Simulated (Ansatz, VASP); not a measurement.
**Two plane-wave programs on Ag**

```
CELL_PARAMETERS angstrom
2.93662 0.00000 0.00000
-1.46831 2.54319 0.00000
0.00000 0.00000 9.56605
ATOMIC_POSITIONS crystal
Ag 0.00000 0.00000 0.00000
Ag 0.33333 0.66667 0.25000
Ag 0.00000 0.00000 0.50000
Ag 0.66667 0.33333 0.75000
```

Alike in both runs: functional PBE; k mesh 18 × 18 × 5; occupations gaussian, width 0.1 eV; no spin polarisation.

Ansatz relaxed the structure, and its values are those at the end. VASP's run is a single point on that final structure, the one shown.

|  | VASP | Ansatz |
| --- | --- | --- |
| version | VASP 6.6.1 | Ansatz 0.2.0 |
| potentials or method | VASP PAW PBE potentials, release 64 (Ag), cutoff 520 eV | scalar-relativistic, plane waves, PAW |
| valence electrons in the cell | 44 | 76 |

Ansatz gave:

| Item | Value |
| --- | --- |
| gap on the k mesh at the Fermi level (eV) | none |
| pressure (GPa) | 0.0 |

What did VASP give for the same quantities?

gap on the k mesh at the Fermi level (eV): none; pressure (GPa): -0.1.

A gap of «none» marks a metal or a gap that the smearing closes. VASP's potentials hold 44 valence electrons a cell and Ansatz's 76, so a difference there can come from the potentials and not from the codes.
